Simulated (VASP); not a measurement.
Input of a VASP 6.6.1 run:

The input INCAR:

```
SYSTEM = FeSi2
PREC     = Accurate       ! precision mode
ENCUT    = 520            ! plane-wave cutoff, eV
EDIFF    = 1E-7           ! SCF threshold, eV
ISMEAR   = 0              ! smearing method
SIGMA    = 0.1            ! smearing width, eV
LREAL    = .FALSE.        ! projectors in reciprocal space
LASPH    = .TRUE.         ! aspherical terms in the spheres
NELM     = 60             ! most SCF steps
ALGO     = Normal         ! electronic algorithm
ISIF     = 2              ! what is computed and relaxed
LWAVE    = .FALSE.        ! write WAVECAR
LCHARG   = .FALSE.        ! write CHGCAR
GGA      = PS             ! functional
NBANDS   = 15             ! bands
```

KPOINTS

```
regular mesh
0
G
  16 16 8
  0 0 0
```

File POSCAR:

```
FeSi2
1.0
    2.5823320901      0.0000000000      0.0000000000
    0.0000000000      2.5823320901      0.0000000000
    0.0000000000      0.0000000000      4.9910560075
Fe Si
1 2
Direct
    0.0000000000      0.0000000000      0.0000000000
    0.5000000000      0.5000000000      0.2746580491
    0.5000000000      0.5000000000      0.7253419509
```

Potentials or basis: VASP PAW PBE potentials, release 64 (Fe, Si).

Launch:

```console
$ cat potpaw_PBE.64/Fe/POTCAR potpaw_PBE.64/Si/POTCAR > POTCAR
$ mpirun -np 1 vasp_std > vasp.out
```

What does it give for the band gap on the k mesh?

Zero (band 8 reaches 11.67 eV, above the bottom of band 9 at 11.07 eV).

What does it give for the largest force?

0.034 eV/Å.

Estimate the pressure.

23.4 GPa.

Forces in eV/Å, atoms in the order of the input:
```
Fe   0.000  0.000  0.000
Si   0.000  0.000  0.034
Si   0.000  0.000 -0.034
```

Caveat: the PAW data sets were made with another functional, which shifts forces and pressure a little. Spin polarisation is off, so any magnetic state and its effect on volume and gap are missing.
